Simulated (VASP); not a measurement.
Input of a VASP 6.6.1 run:

File INCAR:

```
PREC = Accurate
ENCUT = 520
EDIFF = 1E-6
ISMEAR = 0
SIGMA = 0.05
LREAL = F
LASPH = T
NELM = 60
ALGO = Normal
ISIF = 2
LWAVE = F
LCHARG = F
GGA = PE
NBANDS = 11
```

KPOINTS

```
regular mesh
0
Gamma
  8 8 8
```

Contents of POSCAR:

```
AlN
1.0
    0.1079926311      2.2420678888      2.1840838527
    2.0842989918      0.1190569458      2.1730195380
    2.2699177645      2.4166223467     -0.0665618268
Al N
1 1
Direct
   -0.0015397778      0.0040007118     -0.0016208050
    0.7515397778      0.7459992882      0.7516208050
```

Potentials or basis: VASP PAW PBE potentials, release 64 (Al, N).

The run is started by

```sh
$ cat potpaw_PBE.64/Al/POTCAR potpaw_PBE.64/N/POTCAR > POTCAR
$ mpirun -np 1 vasp_std > vasp.out
```

Problem. Estimate the pressure.

Solution. 5.2 GPa.

Problem. Estimate the largest force.

Solution. 1.359 eV/Å.

Stress tensor (GPa, compression positive):
```
  9.36 -29.80   8.53
-29.80   2.39   2.21
  8.53   2.21   3.82
```

Caveat: forces of over 1 eV/Å act on the atoms, so gaps and moduli don't describe the material at rest.
